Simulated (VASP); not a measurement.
TiC: electric field gradients with PBE

TiC:

```
CELL_PARAMETERS angstrom
0.00000 2.17833 2.17833
2.17833 0.00000 2.17833
2.17833 2.17833 0.00000
ATOMIC_POSITIONS crystal
Ti 0.00000 0.00000 0.00000
C 0.50000 0.50000 0.50000
```

This cell differs from its parent crystal: volume scaled by 1.02.

```
Program                : VASP 6.6.1
Task                   : electric field gradients
Functional             : PBE
Potentials or basis    : VASP PAW PBE potentials, release 64 (Ti_sv, C)
Cutoff                 : 520 eV
k mesh                 : 16 × 16 × 16
Occupations            : fermi-dirac, width 0.03 eV
Spin                   : no spin polarisation
Dipole correction      : no
Further INCAR settings : ALGO = Normal; EDIFF = 1e-08; NBANDS = 15
```

The pressure is -3.7 GPa and the band gap on the k mesh is zero (band 8 reaches 9.90 eV, above the bottom of band 9 at 8.81 eV).

Levels at points of the mesh, in eV from the Fermi level:
```tsv
k point	band 4	band 5	band 6	band 7	band 8	band 9	band 10	band 11	band 12	band 13
(0.00, 0.00, 0.00)	-32.67	-12.31	0.69	0.69	0.69	1.66	1.66	1.66	1.68	1.68
(0.50, 0.00, 0.00)	-32.71	-8.91	-5.75	-2.83	-2.83	2.85	2.85	4.00	7.99	7.99
(0.50, 0.50, 0.00)	-32.82	-10.04	-3.41	-1.56	-0.04	-0.04	2.65	3.44	3.44	5.64
```

Wall time 26 s on 1 thread of Intel(R) Xeon(R) Platinum 8559C (Emerald Rapids), with other jobs on the host, peak memory 0.17 GiB.

Caveat: without QUAD_EFG the Cq values of the log hold for a quadrupole moment of 1 mb, not for the nuclei.
